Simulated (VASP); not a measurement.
Crystal: Ga2Te2O.

```
Ga Te O
1.0
    -2.26024   -5.82819    3.07546
    -1.96098    5.66896    2.97812
    -4.06490   -0.05874   -5.94329
Ga Te O
4 4 2
Direct
  0.66695 0.37721 0.98798
  0.14122 0.86962 0.48042
  0.37295 0.64810 0.98397
  0.85696 0.15149 0.48547
  0.96413 0.27390 0.87519
  0.47270 0.78363 0.38742
  0.28482 0.98035 0.88699
  0.77894 0.46160 0.37596
  0.57919 0.57483 0.91809
  0.08213 0.07927 0.41851
```

| Item | Value |
| --- | --- |
| Program | VASP 6.6.1 |
| Task | relaxation of cell and atoms |
| Functional | PBE |
| Potentials or basis | VASP PAW PBE potentials, release 64 (Ga_d, Te, O) |
| Cutoff | 600 eV |
| k mesh | 2 × 2 × 2 |
| Occupations | gaussian, width 0.1 eV |
| Spin | no spin polarisation |

At the start: pressure 1.2 GPa; volume 28.55 Å³/atom.

Task: How do energy, volume and symmetry change on relaxing?

Result: Over 29 steps the energy falls by 32.9 meV/atom and the volume is 29.30 Å³/atom (+2.6 %); space group P1 (No. 1, to 0.1 Å) before, Imm2 (No. 44, to 0.1 Å).

The path:
```tsv
step	energy change (eV)	largest force (eV/Å)	pressure (GPa)	volume (Å³)
1	0.0000	2.3578	1.20	285.46
2	-0.0915	2.3570	-0.59	294.29
3	-0.2091	0.5953	-0.09	290.36
4	-0.2691	0.6447	0.18	290.97
5	-0.2692	0.6599	0.20	290.99
6	-0.3002	0.4001	-0.16	292.68
7	-0.3003	0.3860	-0.14	292.61
8	-0.3141	0.2609	-0.16	292.28
9	-0.3141	0.2731	-0.15	292.27
10	-0.3202	0.1196	0.15	291.06
11	-0.3202	0.1166	0.15	291.07
12	-0.3234	0.0822	0.07	291.68
13	-0.3239	0.1407	-0.01	292.08
14	-0.3258	0.0682	-0.02	292.48
15	-0.3258	0.0766	-0.04	292.56
16	-0.3265	0.0489	0.02	292.43
17	-0.3266	0.0574	0.04	292.39
18	-0.3270	0.0386	-0.02	292.54
19	-0.3271	0.0594	-0.03	292.61
20	-0.3274	0.0400	0.00	292.58
21	-0.3276	0.0529	0.01	292.55
22	-0.3277	0.1240	0.06	292.49
23	-0.3277	0.0848	0.03	292.52
24	-0.3279	0.0675	0.02	292.56
25	-0.3282	0.0451	0.03	292.61
26	-0.3284	0.0378	0.03	292.71
27	-0.3286	0.0335	0.00	292.85
28	-0.3289	0.0332	-0.07	293.12
29	-0.3290	0.0248	0.04	293.00
```

Final structure:
```
Ga Te O
1.0
    -2.11686   -5.78349    2.99417
    -2.11608    5.78452    2.99170
    -4.22962    0.00279   -5.98612
Ga Te O
4 4 2
Direct
  0.65499 0.37232 0.98752
  0.15328 0.87102 0.48609
  0.37209 0.65413 0.98618
  0.87084 0.15368 0.48751
  0.96334 0.28061 0.87787
  0.46205 0.78057 0.37707
  0.28162 0.96327 0.87700
  0.78022 0.46260 0.37793
  0.58200 0.58158 0.92184
  0.07957 0.08022 0.42099
```

Caveat: the k points lie up to 0.53 Å⁻¹ apart in the final cell.
